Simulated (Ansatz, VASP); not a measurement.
PtSe2: VASP beside Ansatz

```xyz
3
Lattice="4.0193 0.0000 0.0000 -2.0096 2.7523 0.0000 0.0000 0.0000 4.6297" Properties=species:S:1:pos:R:3 pbc="T T T"
Pt    0.0000    0.0000    0.0000
Se    0.0000    1.8348    1.2600
Se    2.0096    0.9174    3.3697
```

Change from the starting cell: normal strain along x +0.0750, normal strain along y -0.1500.

Alike in both runs: task single point; functional PBEsol; dispersion D3(BJ); k mesh 12 × 12 × 8; occupations gaussian, width 0.15 eV; no spin polarisation.

|  | VASP | Ansatz |
| --- | --- | --- |
| version | VASP 6.6.1 | Ansatz 0.2.0 |
| potentials or method | VASP PAW PBE potentials, release 64 (Pt, Se), cutoff 520 eV | scalar-relativistic, plane waves, PAW |
| valence electrons in the cell | 22 | 50 |

Ansatz gave:

```
gap on the k mesh at the Fermi level (eV)                     : none
pressure (GPa)                                                : 25.2
traceless stress, the component that is largest in VASP (GPa) : 29.87
rms of the force components (eV/Å)                            : 1.532
```

Task: What did VASP give for the same quantities?

Result: gap on the k mesh at the Fermi level (eV): none; pressure (GPa): 25.6; traceless stress, the component that is largest in VASP (GPa): 30.08; rms of the force components (eV/Å): 1.554.

VASP's potentials were made for PBE, not for PBEsol, and Ansatz warns of the same on its side. Atom by atom the forces differ by 0.022 eV/Å (rms over components). A gap of «none» marks a metal or a gap that the smearing closes. VASP's potentials hold 22 valence electrons a cell and Ansatz's 50, so a difference there can come from the potentials and not from the codes.

Neither program's run includes spin-orbit coupling.
